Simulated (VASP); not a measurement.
Input of a VASP 6.6.1 run:

Contents of INCAR:

```
ALGO = Normal ; EDIFF = 1E-6
ENCUT = 520 ; GGA = PE
ISIF = 2 ; ISMEAR = 0
LASPH = T ; LCHARG = F
LREAL = F ; LWAVE = F
NBANDS = 33 ; NELM = 100
PREC = Accurate ; SIGMA = 0.05
```

KPOINTS

```
k-points
0
Gamma
  8 8 10
```

The input POSCAR:

```
TiO2
1.0
    4.3797508160      0.0000000000      0.0000000000
    0.0000000000      4.3797508160      0.0000000000
    0.0000000000      0.0000000000      3.1538585626
Ti O
2 4
Direct
    0.0000000000      0.0000000000      0.0000000000
    0.5000000000      0.5000000000      0.5000000000
    0.3050970583      0.3050970583      0.0000000000
    0.1949029417      0.8050970583      0.5000000000
    0.6949029417      0.6949029417      0.0000000000
    0.8050970583      0.1949029417      0.5000000000
```

Potentials or basis: VASP PAW PBE potentials, release 64 (Ti_sv, O).

Command:

```console
$ cat potpaw_PBE.64/Ti_sv/POTCAR potpaw_PBE.64/O/POTCAR > POTCAR
$ mpirun -np 1 vasp_std > vasp.out
```

(1) Estimate the band gap on the k mesh.

(2) Predict the largest force.

## Answers

(1) 1.95 eV.

(2) 0.011 eV/Å.
